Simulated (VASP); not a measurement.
The system is TaN.

```
Ta N
1.0
     0.00000    2.15579    2.15579
     2.15579    0.00000    2.15579
     2.15579    2.15579    0.00000
Ta N
1 1
Direct
  0.49674 0.50326 0.50326
  0.04209 0.95791 0.95791
```

Base run:

| Property | Result |
| --- | --- |
| Program | VASP 6.6.1 |
| Functional | LDA |
| Potentials or basis | VASP PAW LDA potentials, release 64 (Ta_sv_GW, N) |
| Cutoff | 600 eV |
| k mesh | 18 × 18 × 18 |
| Occupations | gaussian, width 0.15 eV |
| Spin | no spin polarisation |

Its results: band gap on the k mesh zero (band 9 reaches 16.25 eV, above the bottom of band 10 at 12.72 eV); pressure 19.4 GPa; largest force 2.574 eV/Å.

Problem. The run is repeated on the same cell with these changes: potentials or basis from VASP PAW LDA potentials, release 64 (Ta_sv_GW, N) to VASP PAW LDA potentials, release 64 (Ta_pv, N); cutoff from 600 eV to 520 eV; further incar settings from ALGO = Normal; EDIFF = 1e-06; NBANDS = 16 to ALGO = Normal; EDIFF = 1e-07; NBANDS = 15; valence electrons from 18 to 16. What comes out?

Solution. Band gap on the k mesh zero (band 8 reaches 11.91 eV, above the bottom of band 9 at 8.39 eV); pressure 20.4 GPa; largest force 2.580 eV/Å.

Caveats: spin-orbit coupling is left out, which moves the levels of the heavy elements; forces of over 1 eV/Å act on the atoms, so gaps and moduli don't describe the material at rest.
